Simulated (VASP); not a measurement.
Re: single point with PBE

Re:

```
Re
1.0
     0.00000    2.03934    1.65982
     2.03934    0.00000    1.65982
     2.03934    2.03934    0.00000
Re
1
Direct
  0.00000 0.00000 0.00000
```

- Program: VASP 6.6.1
- Task: single point
- Functional: PBE
- Potentials or basis: VASP PAW PBE potentials, release 64 (Re_sv_GW)
- Cutoff: 560 eV
- k mesh: 10 × 10 × 10
- Occupations: gaussian, width 0.15 eV
- Spin: no spin polarisation
- Dipole correction: no
- Further INCAR settings: ALGO = Normal; EDIFF = 1e-06; NBANDS = 14

```json
{
  "Pressure": "38.0 GPa",
  "Band gap on the k mesh": "zero (an odd number of electrons rules out a gap without spin polarisation)"
}
```

Stress tensor (GPa, compression positive):
```
32.06  0.00  0.00
 0.00 32.06  0.00
 0.00  0.00 49.99
```

Levels at points of the mesh, in eV from the Fermi level:
```csv
k point,band 5,band 6,band 7,band 8,band 9,band 10
"(0.00, 0.00, 0.00)",-10.88,-2.95,-2.95,-1.14,-0.20,2.06
"(0.50, 0.00, 0.00)",-7.69,-4.25,-0.53,0.16,2.66,4.99
"(0.50, 0.50, 0.00)",-7.64,-7.18,4.00,4.59,4.59,6.11
"(0.50, 0.00, 0.50)",-7.76,-6.17,1.37,2.77,3.12,5.58
```

Run time: 8.3 s on 1 thread of Intel(R) Xeon(R) 6975P-C (Granite Rapids), with other jobs on the host, peak memory 0.15 GiB.

Caveat: the stress differs along the axes, from 32 to 50 GPa; spin-orbit coupling is left out, which moves the levels of the heavy elements.
